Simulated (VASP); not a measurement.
Wanted: the native input for a VASP 6.6.1 run.

```yaml
Task: single point
Functional: revPBE
Potentials_or_basis: VASP PAW PBE potentials, release 64 (As)
Cutoff: 520 eV
k_mesh: 10 × 10 × 10
Occupations: fermi-dirac, width 0.1 eV
Spin: no spin polarisation
Dipole_correction: no
Further_INCAR_settings: ALGO = Normal; EDIFF = 1e-06; NBANDS = 12
```

The structure of As lies in POSCAR:

```
As
1.0
    1.8175123326      1.0493412345      7.0626426763
   -1.8175123326      1.0493412345      7.0626426763
    0.0000000000     -2.0986824689      7.0626426764
As
2
Direct
    0.8005360243      0.8005360243      0.8005360243
    0.1994639757      0.1994639757      0.1994639757
```

One way to write it, as run:

INCAR

```
SYSTEM = As
  PREC = Accurate
  ENCUT = 520
  EDIFF = 1E-6
  ISMEAR = -1
  SIGMA = 0.1
  LREAL = .FALSE.
  LASPH = .TRUE.
  NELM = 100
  ALGO = Normal
  ISIF = 2
  LWAVE = .FALSE.
  LCHARG = .TRUE.
  GGA = RE
  LELF = .TRUE.
  LVHAR = .TRUE.
  NBANDS = 12
```

KPOINTS

```
Automatic mesh
0
G
  10 10 10
  0 0 0
```

Potentials or basis: VASP PAW PBE potentials, release 64 (As).

Command:

```console
$ cat potpaw_PBE.64/As/POTCAR > POTCAR
$ mpirun -np 1 vasp_std > vasp.out
```

It gave:

* Pressure: 0.2 GPa
* Largest force: 0.074 eV/Å
* Band gap on the k mesh: 1.64 eV, indirect (least direct gap 1.83 eV)

Caveat: the PAW data sets were made with another functional, which shifts forces and pressure a little.

Wall time 4 min on 1 thread of AMD EPYC 9R45 (Zen 5), on a shared host, peak memory 0.42 GiB.
